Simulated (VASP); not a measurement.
## WS2: single point with PBE+D3(BJ)

The system is WS2.

```
W S
1.0
     3.10140    0.00000    0.00000
    -1.55070    2.68589    0.00000
     0.00000    0.00000   11.93997
W S
2 4
Direct
  0.33333 0.66667 0.74993
  0.66667 0.33333 0.25007
  0.33333 0.66667 0.12038
  0.66667 0.33333 0.62024
  0.33333 0.66667 0.37976
  0.66667 0.33333 0.87962
```

* Program: VASP 6.6.1
* Task: single point
* Functional: PBE
* Dispersion: D3(BJ)
* Potentials or basis: VASP PAW PBE potentials, release 64 (W_sv, S)
* Cutoff: 520 eV
* k mesh: 12 × 12 × 4
* Occupations: gaussian, width 0.05 eV
* Spin: no spin polarisation
* Dipole correction: no
* Further INCAR settings: ALGO = Normal; EDIFF = 1e-06; NBANDS = 35

```yaml
Pressure: 9.5 GPa
Largest_force: 0.948 eV/Å
Band_gap_on_the_k_mesh: 0.84 eV, indirect (least direct gap 1.95 eV)
Dispersion_energy_per_atom: -0.459 eV
```

Forces on the atoms (eV/Å):
```
W    0.000  0.000  0.001
W    0.000  0.000 -0.001
S    0.000  0.000 -0.948
S    0.000  0.000 -0.947
S    0.000  0.000  0.947
S    0.000  0.000  0.948
```

Stress tensor (GPa, compression positive):
```
 9.19  0.00  0.00
 0.00  9.19  0.00
 0.00  0.00 10.12
```

Levels at points of the mesh, in eV from the valence-band top:
```tsv
k point	band 24	band 25	band 26	band 27	band 28	band 29
(0.00, 0.00, 0.00)	-1.48	-1.48	0.00	2.32	2.32	2.33
(0.50, 0.00, 0.00)	-1.94	-1.85	-1.70	2.40	2.46	2.62
(0.00, 0.00, 0.50)	-2.39	-0.35	-0.35	2.31	2.31	2.31
(0.50, 0.00, 0.50)	-1.99	-1.80	-1.80	2.42	2.42	2.86
```

Wall time 2.9 min on 1 thread of Intel(R) Xeon(R) Platinum 8375C CPU @ 2.90GHz (Ice Lake), with other jobs on the host, peak memory 0.35 GiB.

Caveat: spin-orbit coupling is left out, which moves the levels of the heavy elements. A k mesh can miss the band edges.
